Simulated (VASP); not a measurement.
Set up this calculation in VASP 6.6.1, as the native input.

| Quantity | Value |
| --- | --- |
| Task | single point |
| Functional | BLYP |
| Potentials or basis | VASP PAW PBE potentials, release 64 (Li_sv) |
| Cutoff | 520 eV |
| k mesh | 10 × 10 × 10 |
| Occupations | fermi-dirac, width 0.1 eV |
| Spin | no spin polarisation |
| Dipole correction | no |
| Further INCAR settings | ALGO = Normal; EDIFF = 1e-06; NBANDS = 10 |

The structure of Li lies in POSCAR:

```
Li
1.0
    0.0000000000      3.0763654260      3.0763654260
    3.0763654260      0.0000000000      3.0763654260
    3.0763654260      3.0763654260      0.0000000000
Li
2
Direct
    0.1250000000      0.1250000000      0.1250000000
    0.8750000000      0.8750000000      0.8750000000
```

This cell differs from its parent crystal: volume scaled by 1.04.

One way to write it, as run:

INCAR

```
SYSTEM = Li
AGGAC = 1.0
AGGAX = 1.0
ALDAC = 0.0
ALDAX = 1.0
ALGO = Normal
EDIFF = 1E-6
ENCUT = 520
GGA = B5
ISIF = 2
ISMEAR = -1
LASPH = .True.
LCHARG = .False.
LREAL = .False.
LWAVE = .False.
NBANDS = 10
NELM = 100
PREC = Accurate
SIGMA = 0.1
```

KPOINTS

```
k-points
0
Gamma
  10 10 10
  0 0 0
```

Potentials or basis: VASP PAW PBE potentials, release 64 (Li_sv).

The run is started by

```console
$ cat potpaw_PBE.64/Li_sv/POTCAR > POTCAR
$ mpirun -np 1 vasp_std > vasp.out
```

It gave:

```yaml
Band_gap_on_the_k_mesh: zero (band 3 reaches 0.76 eV, above the bottom of band 4 at -0.23 eV)
```

Wall time 8.9 s on 1 thread of Intel(R) Xeon(R) 6975P-C (Granite Rapids), on a shared host, peak memory 0.17 GiB.
